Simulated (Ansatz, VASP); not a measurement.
**MgF2 in VASP and in Ansatz**

```xyz
6
Lattice="4.5270 0.0000 0.0000 0.0000 4.5270 0.0000 0.0000 0.0000 2.9543" Properties=species:S:1:pos:R:3 pbc="T T T"
Mg    0.0000    0.0000    0.0000
Mg    2.2635    2.2635    1.4772
F     1.3708    1.3708    0.0000
F     0.8927    3.6342    1.4772
F     3.1562    3.1562    0.0000
F     3.6342    0.8927    1.4772
```

Change from the starting cell: volume scaled by 0.94, PAW files.

Alike in both runs: task electric field gradients; functional LDA; k mesh 5 × 5 × 7; occupations fermi-dirac, width 0.02 eV; no spin polarisation.

|  | VASP | Ansatz |
| --- | --- | --- |
| version | VASP 6.6.1 | Ansatz 0.2.0 |
| potentials or method | VASP PAW LDA potentials, release 64 (Mg, F) | PAW with Ansatz's default frozen-core files, scalar-relativistic |
| plane-wave cutoff (eV) | 520 | 420 |
| valence electrons in the cell | 32 | 48 |

VASP gave:

| Quantity | Value |
| --- | --- |
| gap on the k mesh at the Fermi level (eV) | 7.31 |
| pressure (GPa) | 2.3 |
| traceless stress, the component that is largest in VASP (GPa) | 1.89 |
| rms of the force components (eV/Å) | 0.045 |
| size of Vzz on the site where it differs most (V/Å²) | 44.3 |

Task: Which values does Ansatz return?

Result: gap on the k mesh at the Fermi level (eV): 7.34; pressure (GPa): 4.0; traceless stress, the component that is largest in VASP (GPa): 1.63; rms of the force components (eV/Å): 0.037; size of Vzz on the site where it differs most (V/Å²): 45.3.

LDA's correlation is that of Perdew and Zunger in VASP and of Perdew and Wang (1992) in Ansatz. Atom by atom the forces differ by 0.008 eV/Å (rms over components). VASP's potentials hold 32 valence electrons a cell and Ansatz's 48, so a difference there can come from the potentials and not from the codes.
